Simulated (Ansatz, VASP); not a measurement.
## CuO, level by level in two programs

```xyz
4
Lattice="2.3418 -1.7113 0.0000 2.3418 1.7113 0.0000 -0.8500 0.0000 5.0579" Properties=species:S:1:pos:R:3 pbc="T T T"
Cu    0.7459   -0.8557    2.5289
Cu    1.1709    0.8557    0.0000
O     1.7043    0.2793    3.7934
O     2.1293   -0.2793    1.2645
```

Single points on this cell with VASP 6.6.1 and Ansatz 0.2.0. Each row is one pair of runs. Alike in all rows: spin: off; smearing: fermi-dirac, width 0.05 eV; VASP's potentials, cutoff: VASP PAW PBE potentials, release 64 (Cu, O), 520 eV.

```csv
level,k mesh,"Ansatz's potentials, cutoff","gap on the k mesh at the Fermi level (eV), VASP","gap on the k mesh at the Fermi level (eV), Ansatz","pressure (GPa), VASP","pressure (GPa), Ansatz","rms of the force components (eV/Å), VASP","rms of the force components (eV/Å), Ansatz"
PBE-based screened hybrid,5 × 5 × 3,"Ansatz PAW, 420 eV",none,none,3.9,3.3,0.093,0.110
PBEsol+D4,10 × 10 × 5,"Ansatz PAW, 420 eV",none,none,-4.6,-5.3,0.130,0.147
revPBE,10 × 10 × 5,"Ansatz PAW, 420 eV",none,none,10.6,9.8,0.068,0.086
RPBE+D3(BJ),10 × 10 × 5,"Ansatz PAW, 420 eV",none,none,-11.1,-11.8,0.038,0.056
r2SCAN+D4,10 × 10 × 5,"Ansatz PAW, 500 eV",none,none,-1.9,-2.9,0.098,0.116
```

Pressure (GPa): the two programs differ by at most 1; rms of the force components (eV/Å): the two programs differ by at most 0.018.

VASP's potentials hold 34 valence electrons a cell and Ansatz's 50, so a difference there can come from the potentials and not from the codes.

A gap of «none» marks a metal or a gap that the smearing closes.

The k mesh is coarse in some rows, so the values compare programs but aren't converged.
